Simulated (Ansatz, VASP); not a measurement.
## Two plane-wave programs on ZrZn4N

```
CELL_PARAMETERS angstrom
3.46110 0.00000 0.00000
-1.73055 2.99740 0.00000
0.00000 0.00000 7.03578
ATOMIC_POSITIONS crystal
Zr 0.00000 0.00000 0.50000
Zn 0.33333 0.66667 0.75959
Zn 0.33333 0.66667 0.24041
Zn 0.66667 0.33333 0.75959
Zn 0.66667 0.33333 0.24041
N 0.00000 0.00000 0.00000
```

Change from the starting cell: species swapped into the TiCrB4 type (P6/mmm, No. 191).

Alike in both runs: task relaxation of cell and atoms; functional PBE; k mesh 6 × 6 × 4; occupations gaussian, width 0.1 eV; no spin polarisation.

|  | VASP | Ansatz |
| --- | --- | --- |
| version | VASP 6.6.1 | Ansatz 0.2.0 |
| potentials or method | VASP PAW PBE potentials, release 64 (Zr_sv, Zn, N), cutoff 600 eV | scalar-relativistic, plane waves, PAW |
| valence electrons in the cell | 65 | 65 |

|  | VASP | Ansatz | Ansatz less VASP |
| --- | --- | --- | --- |
| gap on the k mesh at the Fermi level, each at its own relaxed structure (eV) | none | none | - |
| relaxed volume (Å³/atom) | 15.00 | 15.28 | +0.275 |
| relaxed length of the cell vector where the two differ most in proportion (Å) | 4.657 | 4.723 | +0.0667 |

A gap of «none» marks a metal or a gap that the smearing closes.

Noted on VASP's run: the volume moved by over 15 % at a fixed basis, so the end points are rough.
